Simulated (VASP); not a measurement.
# Sb (I4/mmm) in VASP: a series of runs, part 2 of 2

VASP 6.6.1. The steps go on from the part before.

## 3. Single point, LDA (volume scaled by 1.02)

INCAR

```
SYSTEM = Sb
PREC = Accurate
ENCUT = 520
EDIFF = 1E-6
ISMEAR = -1
SIGMA = 0.05
LREAL = .FALSE.
LASPH = .TRUE.
NELM = 100
ALGO = Normal
ISIF = 2
LWAVE = .FALSE.
LCHARG = .FALSE.
GGA = CA
NBANDS = 8
```

KPOINTS

```
regular mesh
0
G
  12 12 12
  0 0 0
```

POSCAR

```
Sb
1.0
   -1.5869811508      1.5869811508      2.7298988119
    1.5869811508     -1.5869811508      2.7298988119
    1.5869811508      1.5869811508     -2.7298988119
Sb
1
Direct
    0.0000000000      0.0000000000      0.0000000000
```

Potentials or basis: VASP PAW LDA potentials, release 64 (Sb).

Command:

```bash
cat potpaw_LDA.64/Sb/POTCAR > POTCAR
mpirun -np 1 vasp_std > vasp.out
```

OUTCAR:

```text
SYSTEM = Sb
   PREC = Accurate
   ENCUT = 520
   EDIFF = 1E-6
   ISMEAR = -1
   LREAL = .FALSE.
   LASPH = .TRUE.
   NELM = 100
   ISIF = 2
   GGA = CA

 ion  position               nearest neighbor table
   1  0.000  0.000  0.000-

  LATTYP: Found a body centered tetragonal cell.
 ALAT       =     3.1739623016
 C/A-ratio  =     1.7201835135

  Lattice vectors:

 A1 = (  -1.5869811508,   1.5869811508,   2.7298988119)
 A2 = (   1.5869811508,  -1.5869811508,   2.7298988119)
 A3 = (   1.5869811508,   1.5869811508,  -2.7298988119)

Analysis of symmetry for initial positions (statically):
=====================================================================
 Subroutine PRICEL returns:
 Original cell was already a primitive cell.

 Routine SETGRP: Setting up the symmetry group for a
 body centered tetragonal supercell.

 Subroutine GETGRP returns: Found 16 space group operations
 (whereof 16 operations were pure point group operations)
 out of a pool of 16 trial point group operations.

The static configuration has the point symmetry D_4h.

Analysis of symmetry for dynamics (positions and initial velocities):
=====================================================================
 Subroutine PRICEL returns:
 Original cell was already a primitive cell.

 Routine SETGRP: Setting up the symmetry group for a
 body centered tetragonal supercell.

 Subroutine GETGRP returns: Found 16 space group operations
 (whereof 16 operations were pure point group operations)
 out of a pool of 16 trial point group operations.

The dynamic configuration has the point symmetry D_4h.

 Subroutine INISYM returns: Found 16 space group operations
 (whereof 16 operations are pure point group operations),
 and found     1 'primitive' translations

----------------------------------------------------------------------------------------

                                     Primitive cell

  volume of cell :      27.5011

  direct lattice vectors                    reciprocal lattice vectors
    -1.586981151  1.586981151  2.729898812     0.000000000  0.315063603  0.183156972
     1.586981151 -1.586981151  2.729898812     0.315063603  0.000000000  0.183156972
     1.586981151  1.586981151 -2.729898812     0.315063603  0.315063603  0.000000000

  length of vectors
     3.534029693  3.534029693  3.534029693     0.364433191  0.364433191  0.445567221

  position of ions in fractional coordinates (direct lattice)
     0.000000000  0.000000000  0.000000000

  ion indices of the primitive-cell ions
   primitive index   ion index
                 1           1

----------------------------------------------------------------------------------------

 KPOINTS: regular mesh

Automatic generation of k-mesh.
 Grid dimensions read from file:
 generate k-points for:   12   12   12

 Generating k-lattice:

  Cartesian coordinates                     Fractional coordinates (reciprocal lattice)
     0.000000000  0.026255300  0.015263081     0.083333333 -0.000000000  0.000000000
     0.026255300  0.000000000  0.015263081    -0.000000000  0.083333333  0.000000000
     0.026255300  0.026255300  0.000000000     0.000000000  0.000000000  0.083333333

  Length of vectors
     0.030369433  0.030369433  0.037130602

  Shift w.r.t. Gamma in fractional coordinates (k-lattice)
     0.000000000  0.000000000  0.000000000

 Subroutine IBZKPT returns following result:
 ===========================================

 Found    163 irreducible k-points:

 Following reciprocal coordinates:
            Coordinates               Weight
  0.000000  0.000000  0.000000      1.000000
  0.083333 -0.000000  0.000000      8.000000
  0.166667  0.000000  0.000000      8.000000
  0.250000  0.000000 -0.000000      8.000000
  0.333333  0.000000  0.000000      8.000000
  0.416667  0.000000  0.000000      8.000000
[... 16 lines left out ...]
  0.500000  0.166667  0.000000     16.000000
 -0.416667  0.166667 -0.000000     16.000000
 [... further k-points ...]
   k-points           NKPTS =    163   k-points in BZ     NKDIM =    163   number of bands    NBANDS=      8
   number of dos      NEDOS =    301   number of ions     NIONS =      1
   total plane-waves  NPLWV =  21952
   dimension x,y,z NGX =    28 NGY =   28 NGZ =   28
   dimension x,y,z NGXF=    56 NGYF=   56 NGZF=   56
   ions per type =               1
   NGX,Y,Z   is equivalent  to a cutoff of  13.17, 13.17, 13.17 a.u.
   NGXF,Y,Z  is equivalent  to a cutoff of  26.34, 26.34, 26.34 a.u.
 SYSTEM =  Sb
   PREC   = accura    normal or accurate (medium, high low for compatibility)
   ISTART =      0    job   : 0-new  1-cont  2-samecut
   ICHARG =      2    charge: 1-file 2-atom 10-const
   ISPIN  =      1    spin polarized calculation?
   LNONCOLLINEAR =      F non collinear calculations
   LSORBIT =      F    spin-orbit coupling
   LASPH  =      T    aspherical Exc in radial PAW
   ENCUT  =  520.0 eV  38.22 Ry    6.18 a.u.   6.57  6.57  6.57*2*pi/ulx,y,z
   NELM   =    100;   NELMIN=  2; NELMDL= -5     # of ELM steps
   EDIFF  = 0.1E-05   stopping-criterion for ELM
   LREAL  =      F    real-space projection
   EDIFFG = 0.1E-04   stopping-criterion for IOM
   NSW    =      0    number of steps for IOM
   IBRION =     -1    ionic relax: 0-MD 1-quasi-New 2-CG
   NFREE  =      0    steps in history (QN), initial steepest desc. (CG)
   ISIF   =      2    stress and relaxation
   ISYM   =      2    0-nonsym 1-usesym 2-fastsym
   POTIM  = 0.5000    time-step for ionic-motion
   TEBEG  =    0.0;   TEEND  =   0.0 temperature during run
   PSTRESS=    0.0 pullay stress
   NELECT =       5.0000    total number of electrons
   NUPDOWN=      -1.0000    fix difference up-down
   EMIN   =  10.00;   EMAX   =-10.00  energy-range for DOS
   EFERMI =   0.00;   METHOD = LEGACY
   ISMEAR =    -1;   SIGMA  =   0.05  broadening in eV -4-tet -1-fermi 0-gaus
   EFERMI_NEDOS =   21; number of points for ismear=-14 and -15
   IALGO  =     38    algorithm
   IMIX   =      4    mixing-type and parameters
     AMIX     =   0.40;   BMIX     =  1.00
     AMIX_MAG =   1.60;   BMIX_MAG =  1.00
  volume/ion in A,a.u.               =      27.50       185.59
  Fermi-wavevector in a.u.,A,eV,Ry     =   0.927431  1.752590 11.702748  0.860128
  Thomas-Fermi vector in A             =   2.053500
   LORBIT       =      0    0 simple, 1 ext, 2 COOP (PROOUT), +10 PAW based schemes
   GGA     = CA    functional components
   LHFCALC =     F    Hartree Fock is set to
   AEXX    =    0.0000 exact exchange contribution
   IVDW    =     0    specifies the selected vdW correction
   LEPSILON=     F    determine dielectric tensor
   LRPA    =     F    only Hartree local field effects (RPA)
 non-spin polarized calculation
  energy-cutoff  :      520.00
  volume of cell :       27.50
 maximum number of plane-waves:       764
 NGX is ok and might be reduce to    28
   NGX = 13   NGY = 13   NGZ = 13

 number of electron       5.0000000 magnetization

 Free energy of the ion-electron system (eV)
  ---------------------------------------------------
  ext. energy  EPLUGINS =         0.00000000
  ---------------------------------------------------
  free energy    TOTEN  =        -4.53808495 eV

  energy without entropy =       -4.53231181  energy(sigma->0) =       -4.53519838

 E-fermi :   8.1298     XC(G=0): -10.2721

 val. band max:        8.1263887361   @ k =   0.3333   0.1667   0.0833
 cond. band min:       8.1637030999   @ k =   0.5000   0.2500   0.0000
 fundamental gap:      0.0373143638
 Fermi energy:         8.1297822878

 k-point     1 :       0.0000    0.0000    0.0000
  band No.  band energies     occupation
      1      -4.6754      2.00000
      2      12.5447      0.00000
      3      13.3461      0.00000
      4      13.3461      0.00000
      5      17.2552      0.00000
      6      18.4798      0.00000
      7      18.5894      0.00000
      8      18.5894      0.00000

 k-point     2 :       0.0833   -0.0000    0.0000
  band No.  band energies     occupation
      1      -4.5393      2.00000
      2      11.8983      0.00000
      3      12.5143      0.00000
      4      13.3185      0.00000
      5      17.1833      0.00000
      6      17.6203      0.00000
      7      18.5106      0.00000
      8      18.7980      0.00000
[... 221 lines left out ...]
 k-point    23 :       0.5000    0.1667    0.0000
  band No.  band energies     occupation
      1      -0.6972      2.00000
      2       3.2046      2.00000
      3       9.0164      0.00000
      4      10.5226      0.00000
      5      14.5956      0.00000
      6      16.3400      0.00000
      7      19.8923      0.00000
      8      21.1205      0.00000

 k-point    24 :      -0.4167    0.1667   -0.0000
  band No.  band energies     occupation
      1      -1.5727      2.00000
      2       4.5813      2.00000
      3       9.3760      0.00000
      4      10.7957      0.00000
      5      14.7183      0.00000
      6      16.4429      0.00000
      7      18.4242      0.00000
      8      21.3198      0.00000

 [... further k-points ...]
[... 5 lines left out ...]
  --------------------------------------------------------------------------------------
  -------------------------------------------------------------------------------------
  Total       -0.6021519     -0.6021519     -0.5819941      0.0000000     -0.0000000      0.0000000
  in kB      -35.0805651    -35.0805651    -33.9061974      0.0000000     -0.0000000      0.0000000
  external PRESSURE =     -34.6891092 kB  Pullay stress =       0.0000000 kB

 VOLUME and BASIS-vectors are now :
 -----------------------------------------------------------------------------
  energy-cutoff  :      520.00
  volume of cell :       27.50
      direct lattice vectors                 reciprocal lattice vectors
    -1.586981151  1.586981151  2.729898812     0.000000000  0.315063603  0.183156972
     1.586981151 -1.586981151  2.729898812     0.315063603  0.000000000  0.183156972
     1.586981151  1.586981151 -2.729898812     0.315063603  0.315063603  0.000000000

 POSITION                                       TOTAL-FORCE (eV/Angst)
 -----------------------------------------------------------------------------------
      0.00000      0.00000      0.00000         0.000000      0.000000     -0.000000
 -----------------------------------------------------------------------------------
    total drift:                                0.000000      0.000000      0.000000

  FREE ENERGIE OF THE ION-ELECTRON SYSTEM (eV)
  ---------------------------------------------------
  free  energy   TOTEN  =        -4.5380849531 eV

  energy  without entropy=       -4.5323118131  energy(sigma->0) =       -4.53519838
```

stdout:

```text
POSCAR found type information on POSCAR Sb
 POSCAR found :  1 types and       1 ions
 scaLAPACK will be used
 LDA part: xc-table for (Slater(with rela. corr.)+CA(PZ))
 , standard interpolation
 POSCAR, INCAR and KPOINTS ok, starting setup
 FFT: planning ... GRIDC
 FFT: planning ... GRID_SOFT
 FFT: planning ... GRID
 WAVECAR not read
 entering main loop
```

Run time: 26 s. Hardware: 1 thread of Intel Xeon Platinum 8488C (Sapphire Rapids), shared host; peak memory 0.16 GiB.

What came out:

```yaml
Free_energy: -4.5381 eV
Pressure: -3.5 GPa
```

Caveat: spin-orbit coupling is left out, which moves the levels of the heavy elements.
